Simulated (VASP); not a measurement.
Runs of VASP 6.6.1 on GaSb. The structure is that of space group F-43m (No. 216), or close to it. The cells are those of the table. 

```csv
task,level,cell,cutoff (eV),gap on the mesh (eV),pressure (GPa),relaxed volume (Å³/atom)
single point,PBE+D3(BJ),"a = 4.336 Å, angles 60.0°, 2 atoms",520,none,0.1,-
relaxation of cell and atoms,r2SCAN+D4,"relaxed from a = 4.326 Å, angles 60.0°, 2 atoms",600,(b),0.0,28.46
single point,r2SCAN+D4,"a = 4.317 Å, angles 60.0°, 2 atoms",520,(a),0.1,-
relaxation of cell and atoms,PBE+D3(BJ),"relaxed from a = 4.326 Å, angles 60.0°, 2 atoms",600,none,0.0,28.88
single point,PBE,"a = 4.398 Å, angles 60.0°, 2 atoms",520,none,0.0,-
relaxation of cell and atoms,PBE,"relaxed from a = 4.326 Å, angles 60.0°, 2 atoms",600,none,0.0,30.11
```

Alike in all rows: potentials or basis VASP PAW PBE potentials, release 64 (Ga_d, Sb); no spin polarisation; k mesh 6 × 6 × 6; smearing fermi-dirac 0.01 eV.

Fill in the values left out.

(a) 0.50; (b) 0.49.

Caveats: spin-orbit coupling is left out, which moves the levels of the heavy elements; pairwise dispersion overbinds metals, which lowers pressure and volume (some runs); the PAW data sets were made with another functional, which shifts forces and pressure a little (some runs).

A k mesh can miss the band edges, and the runs leave out spin-orbit coupling on Ga, Sb.

A gap of «none» marks levels without a gap at the run's occupations.
